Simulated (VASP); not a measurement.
# Cu (Fm-3m) in VASP: a series of runs, part 2 of 2

VASP 6.6.1.

## 4. Single point, PBEsol

Input file INCAR:

```
SYSTEM = Cu
PREC = Accurate
ENCUT = 520
EDIFF = 1E-6
ISMEAR = -1
SIGMA = 0.06
LREAL = .FALSE.
LASPH = .TRUE.
NELM = 100
ALGO = Normal
ISIF = 2
LWAVE = .FALSE.
LCHARG = .FALSE.
GGA = PS
NBANDS = 12
```

Input file KPOINTS:

```
regular mesh
0
G
  12 12 12
  0 0 0
```

Input file POSCAR:

```
Cu
1.0
    0.0000000000      1.7909305000      1.7909305000
    1.7909305000      0.0000000000      1.7909305000
    1.7909305000      1.7909305000      0.0000000000
Cu
1
Direct
    0.0000000000      0.0000000000      0.0000000000
```

Potentials or basis: VASP PAW PBE potentials, release 64 (Cu).

Launch:

```sh
> cat potpaw_PBE.64/Cu/POTCAR > POTCAR
> mpirun -np 1 vasp_std > vasp.out
```

OUTCAR:

```text
SYSTEM = Cu
   PREC = Accurate
   ENCUT = 520
   EDIFF = 1E-6
   ISMEAR = -1
   LREAL = .FALSE.
   LASPH = .TRUE.
   NELM = 100
   ISIF = 2
   GGA = PS

 ion  position               nearest neighbor table
   1  0.000  0.000  0.000-

  LATTYP: Found a face centered cubic cell.
 ALAT       =     3.5818610000

  Lattice vectors:

 A1 = (   0.0000000000,   1.7909305000,   1.7909305000)
 A2 = (   1.7909305000,   0.0000000000,   1.7909305000)
 A3 = (   1.7909305000,   1.7909305000,   0.0000000000)

Analysis of symmetry for initial positions (statically):
[... 5 lines left out ...]
 face centered cubic supercell.

 Subroutine GETGRP returns: Found 48 space group operations
 (whereof 48 operations were pure point group operations)
 out of a pool of 48 trial point group operations.

The static configuration has the point symmetry O_h .

Analysis of symmetry for dynamics (positions and initial velocities):
[... 5 lines left out ...]
 face centered cubic supercell.

 Subroutine GETGRP returns: Found 48 space group operations
 (whereof 48 operations were pure point group operations)
 out of a pool of 48 trial point group operations.

The dynamic configuration has the point symmetry O_h .

 Subroutine INISYM returns: Found 48 space group operations
 (whereof 48 operations are pure point group operations),
 and found     1 'primitive' translations

----------------------------------------------------------------------------------------

                                     Primitive cell

  volume of cell :      11.4886

  direct lattice vectors                    reciprocal lattice vectors
     0.000000000  1.790930500  1.790930500    -0.279184480  0.279184480  0.279184480
     1.790930500  0.000000000  1.790930500     0.279184480 -0.279184480  0.279184480
     1.790930500  1.790930500  0.000000000     0.279184480  0.279184480 -0.279184480

  length of vectors
     2.532758202  2.532758202  2.532758202     0.483561704  0.483561704  0.483561704

  position of ions in fractional coordinates (direct lattice)
     0.000000000  0.000000000  0.000000000

  ion indices of the primitive-cell ions
   primitive index   ion index
                 1           1

----------------------------------------------------------------------------------------

 KPOINTS: regular mesh

Automatic generation of k-mesh.
 Grid dimensions read from file:
 generate k-points for:   12   12   12

 Generating k-lattice:

  Cartesian coordinates                     Fractional coordinates (reciprocal lattice)
    -0.023265373  0.023265373  0.023265373     0.083333333  0.000000000  0.000000000
     0.023265373 -0.023265373  0.023265373     0.000000000  0.083333333  0.000000000
     0.023265373  0.023265373 -0.023265373     0.000000000  0.000000000  0.083333333

  Length of vectors
     0.040296809  0.040296809  0.040296809

  Shift w.r.t. Gamma in fractional coordinates (k-lattice)
     0.000000000  0.000000000  0.000000000

 Subroutine IBZKPT returns following result:
 ===========================================

 Found     72 irreducible k-points:

 Following reciprocal coordinates:
            Coordinates               Weight
  0.000000  0.000000  0.000000      1.000000
  0.083333  0.000000  0.000000      8.000000
  0.166667  0.000000  0.000000      8.000000
  0.250000  0.000000  0.000000      8.000000
  0.333333  0.000000  0.000000      8.000000
  0.416667  0.000000  0.000000      8.000000
[... 16 lines left out ...]
  0.500000  0.166667  0.000000     24.000000
 -0.416667  0.166667  0.000000     24.000000
 [... further k-points ...]
   k-points           NKPTS =     72   k-points in BZ     NKDIM =     72   number of bands    NBANDS=     12
   number of dos      NEDOS =    301   number of ions     NIONS =      1
   total plane-waves  NPLWV =   8000
   dimension x,y,z NGX =    20 NGY =   20 NGZ =   20
   dimension x,y,z NGXF=    40 NGYF=   40 NGZF=   40
   ions per type =               1
   NGX,Y,Z   is equivalent  to a cutoff of  13.13, 13.13, 13.13 a.u.
   NGXF,Y,Z  is equivalent  to a cutoff of  26.26, 26.26, 26.26 a.u.
 SYSTEM =  Cu
   PREC   = accura    normal or accurate (medium, high low for compatibility)
   ISTART =      0    job   : 0-new  1-cont  2-samecut
   ICHARG =      2    charge: 1-file 2-atom 10-const
   ISPIN  =      1    spin polarized calculation?
   LNONCOLLINEAR =      F non collinear calculations
   LSORBIT =      F    spin-orbit coupling
   LASPH  =      T    aspherical Exc in radial PAW
   ENCUT  =  520.0 eV  38.22 Ry    6.18 a.u.   4.71  4.71  4.71*2*pi/ulx,y,z
   NELM   =    100;   NELMIN=  2; NELMDL= -5     # of ELM steps
   EDIFF  = 0.1E-05   stopping-criterion for ELM
   LREAL  =      F    real-space projection
   EDIFFG = 0.1E-04   stopping-criterion for IOM
   NSW    =      0    number of steps for IOM
   IBRION =     -1    ionic relax: 0-MD 1-quasi-New 2-CG
   NFREE  =      0    steps in history (QN), initial steepest desc. (CG)
   ISIF   =      2    stress and relaxation
   ISYM   =      2    0-nonsym 1-usesym 2-fastsym
   POTIM  = 0.5000    time-step for ionic-motion
   TEBEG  =    0.0;   TEEND  =   0.0 temperature during run
   PSTRESS=    0.0 pullay stress
   NELECT =      11.0000    total number of electrons
   NUPDOWN=      -1.0000    fix difference up-down
   EMIN   =  10.00;   EMAX   =-10.00  energy-range for DOS
   EFERMI =   0.00;   METHOD = LEGACY
   ISMEAR =    -1;   SIGMA  =   0.06  broadening in eV -4-tet -1-fermi 0-gaus
   EFERMI_NEDOS =   21; number of points for ismear=-14 and -15
   IALGO  =     38    algorithm
   IMIX   =      4    mixing-type and parameters
     AMIX     =   0.40;   BMIX     =  1.00
     AMIX_MAG =   1.60;   BMIX_MAG =  1.00
  volume/ion in A,a.u.               =      11.49        77.53
  Fermi-wavevector in a.u.,A,eV,Ry     =   1.613555  3.049176 35.423563  2.603558
  Thomas-Fermi vector in A             =   2.708605
   LORBIT       =      0    0 simple, 1 ext, 2 COOP (PROOUT), +10 PAW based schemes
   GGA     = PS    functional components
   LHFCALC =     F    Hartree Fock is set to
   AEXX    =    0.0000 exact exchange contribution
   IVDW    =     0    specifies the selected vdW correction
   LEPSILON=     F    determine dielectric tensor
   LRPA    =     F    only Hartree local field effects (RPA)
 non-spin polarized calculation
  energy-cutoff  :      520.00
  volume of cell :       11.49
 maximum number of plane-waves:       331
   NGX =  9   NGY =  9   NGZ =  9

 number of electron      11.0000011 magnetization

 Free energy of the ion-electron system (eV)
  ---------------------------------------------------
  ext. energy  EPLUGINS =         0.00000000
  ---------------------------------------------------
  free energy    TOTEN  =        -4.30636365 eV

  energy without entropy =       -4.30239283  energy(sigma->0) =       -4.30437824

 E-fermi :   7.6626     XC(G=0): -13.0706

 val. band max:        7.5779825326   @ k =   0.4167   0.4167   0.0000
 cond. band min:       7.6690270047   @ k =   0.5000   0.3333   0.1667
 fundamental gap:      0.0910444722
 Fermi energy:         7.6626023455

 k-point     1 :       0.0000    0.0000    0.0000
  band No.  band energies     occupation
      1      -1.8559      2.00000
      2       4.6279      2.00000
      3       4.6279      2.00000
      4       4.6279      2.00000
      5       5.4963      2.00000
      6       5.4963      2.00000
      7      30.5498      0.00000
      8      33.3794      0.00000
      9      33.3794      0.00000
     10      33.3794      0.00000
     11      35.8798      0.00000
     12      35.8798      0.00000

 k-point     2 :       0.0833    0.0000    0.0000
  band No.  band energies     occupation
      1      -1.5985      2.00000
      2       4.5728      2.00000
      3       4.6763      2.00000
      4       4.6763      2.00000
      5       5.4780      2.00000
      6       5.4780      2.00000
      7      28.8892      0.00000
      8      31.5082      0.00000
      9      32.6778      0.00000
     10      32.6778      0.00000
     11      36.9285      0.00000
     12      36.9285      0.00000
[... 301 lines left out ...]
 k-point    23 :       0.5000    0.1667    0.0000
  band No.  band energies     occupation
      1       2.9306      2.00000
      2       4.2037      2.00000
      3       4.7026      2.00000
      4       4.9344      2.00000
      5       6.1081      2.00000
      6       8.2034      0.00024
      7      12.8732      0.00000
      8      23.7339      0.00000
      9      26.1641      0.00000
     10      28.3846      0.00000
     11      38.2978      0.00000
     12      38.6799      0.00000

 k-point    24 :      -0.4167    0.1667    0.0000
  band No.  band energies     occupation
      1       2.9901      2.00000
      2       4.2547      2.00000
      3       4.7883      2.00000
      4       4.8981      2.00000
      5       5.9850      2.00000
      6       8.7282      0.00000
      7      12.1780      0.00000
      8      22.7217      0.00000
      9      27.2161      0.00000
     10      28.7937      0.00000
     11      37.3931      0.00000
     12      38.1746      0.00000

 [... further k-points ...]
[... 5 lines left out ...]
  --------------------------------------------------------------------------------------
  -------------------------------------------------------------------------------------
  Total       -0.1304766     -0.1304766     -0.1304766     -0.0000000      0.0000000     -0.0000000
  in kB      -18.1960392    -18.1960392    -18.1960392     -0.0000000      0.0000000     -0.0000000
  external PRESSURE =     -18.1960392 kB  Pullay stress =       0.0000000 kB

 VOLUME and BASIS-vectors are now :
 -----------------------------------------------------------------------------
  energy-cutoff  :      520.00
  volume of cell :       11.49
      direct lattice vectors                 reciprocal lattice vectors
     0.000000000  1.790930500  1.790930500    -0.279184480  0.279184480  0.279184480
     1.790930500  0.000000000  1.790930500     0.279184480 -0.279184480  0.279184480
     1.790930500  1.790930500  0.000000000     0.279184480  0.279184480 -0.279184480

 POSITION                                       TOTAL-FORCE (eV/Angst)
 -----------------------------------------------------------------------------------
      0.00000      0.00000      0.00000        -0.000000      0.000000      0.000000
 -----------------------------------------------------------------------------------
    total drift:                                0.000000      0.000000      0.000000

  FREE ENERGIE OF THE ION-ELECTRON SYSTEM (eV)
  ---------------------------------------------------
  free  energy   TOTEN  =        -4.3063636468 eV

  energy  without entropy=       -4.3023928277  energy(sigma->0) =       -4.30437824
```

OSZICAR:

```text
N       E                     dE             d eps       ncg     rms          rms(c)
DAV:   1     0.406612734186E+02    0.40661E+02   -0.54376E+03  1940   0.156E+03
DAV:   2    -0.413398424731E+01   -0.44795E+02   -0.41534E+02  1776   0.200E+02
DAV:   3    -0.539152665279E+01   -0.12575E+01   -0.12518E+01  2012   0.388E+01
DAV:   4    -0.539905724159E+01   -0.75306E-02   -0.75295E-02  2008   0.267E+00
DAV:   5    -0.539912573662E+01   -0.68495E-04   -0.68493E-04  2012   0.257E-01    0.841E+00
DAV:   6    -0.474817061827E+01    0.65096E+00   -0.17249E+01  2076   0.790E+01    0.424E+00
DAV:   7    -0.432115572024E+01    0.42701E+00   -0.26370E+00  2052   0.308E+01    0.603E-01
DAV:   8    -0.430793537534E+01    0.13220E-01   -0.53218E-03  1972   0.995E-01    0.294E-01
DAV:   9    -0.430635455537E+01    0.15808E-02   -0.84766E-03  2152   0.156E+00    0.212E-02
DAV:  10    -0.430636275976E+01   -0.82044E-05   -0.25705E-05  2344   0.763E-02    0.787E-03
DAV:  11    -0.430636364685E+01   -0.88709E-06   -0.10846E-06  1456   0.214E-02
   1 F= -.43063636E+01 E0= -.43043782E+01  d E =-.397082E-02
```

stdout:

```text
POSCAR found type information on POSCAR Cu
 POSCAR found :  1 types and       1 ions
 scaLAPACK will be used
 -----------------------------------------------------------------------------
|                                                                             |
|                                                                             |
|     You enforced a specific xc type in the INCAR file but a different       |
|     I HOPE YOU KNOW WHAT YOU ARE DOING!                                     |
|                                                                             |
 -----------------------------------------------------------------------------

 LDA part: xc-table for (Slater+PW92), standard interpolation
 POSCAR, INCAR and KPOINTS ok, starting setup
 FFT: planning ... GRIDC
 FFT: planning ... GRID_SOFT
 FFT: planning ... GRID
 WAVECAR not read
 entering main loop
```

Run time: 14 s. Hardware: 1 thread of Intel Xeon 8259CL, shared host; peak memory 0.13 GiB.

What came out:

```
Free energy : -4.3064 eV
Pressure    : -1.8 GPa
```

Levels at points of the mesh, in eV from the Fermi level:
```
           k point  band 4  band 5  band 6  band 7  band 8  band 9
(0.00, 0.00, 0.00)   -3.03   -2.17   -2.17   22.89   25.72   25.72
(0.50, 0.00, 0.00)   -1.57   -1.57   -1.04    3.96   21.37   22.53
(0.50, 0.50, 0.00)   -1.43   -1.43    1.52    7.37   13.33   13.33
```

Caveat: the PAW data sets were made with another functional, which shifts forces and pressure a little.
